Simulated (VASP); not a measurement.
Write the native input for VASP 6.6.1 that does the following.

```
Task                   : single point
Functional             : LDA
Potentials or basis    : VASP PAW LDA potentials, release 64 (Cd, Se)
Cutoff                 : 520 eV
k mesh                 : 6 × 6 × 6
Occupations            : gaussian, width 0.01 eV
Spin                   : no spin polarisation
Dipole correction      : no
Further INCAR settings : ALGO = Normal; EDIFF = 1e-07; NBANDS = 16
```

The structure of CdSe lies in POSCAR:

```
CdSe
1.0
    0.0000000000      2.9091434312      2.9091434312
    2.9091434312      0.0000000000      2.9091434312
    2.9091434312      2.9091434312      0.0000000000
Cd Se
1 1
Direct
    0.0000000000      0.0000000000      0.0000000000
    0.7500000000      0.7500000000      0.7500000000
```

One way to write it, as run:

INCAR

```
PREC     = Accurate       # precision mode
ENCUT    = 520            # plane-wave cutoff, eV
EDIFF    = 1E-7           # SCF threshold, eV
ISMEAR   = 0              # smearing method
SIGMA    = 0.01           # smearing width, eV
LREAL    = False          # projectors in reciprocal space
LASPH    = True           # aspherical terms in the spheres
NELM     = 100            # most SCF steps
ALGO     = Normal         # electronic algorithm
ISIF     = 2              # what is computed and relaxed
LWAVE    = False          # write WAVECAR
LCHARG   = False          # write CHGCAR
NBANDS   = 16             # bands
```

KPOINTS

```
Automatic mesh
0
Gamma
  6 6 6
```

Potentials or basis: VASP PAW LDA potentials, release 64 (Cd, Se).

Launch:

```bash
$ cat potpaw_LDA.64/Cd/POTCAR potpaw_LDA.64/Se/POTCAR > POTCAR
$ mpirun -np 1 vasp_std > vasp.out
```

It gave:

The pressure is 7.7 GPa and the band gap on the k mesh is 0.63 eV, direct.

Run time: 4.8 s on 1 thread of Intel(R) Xeon(R) 6975P-C (Granite Rapids), with other jobs on the host, peak memory 0.15 GiB.
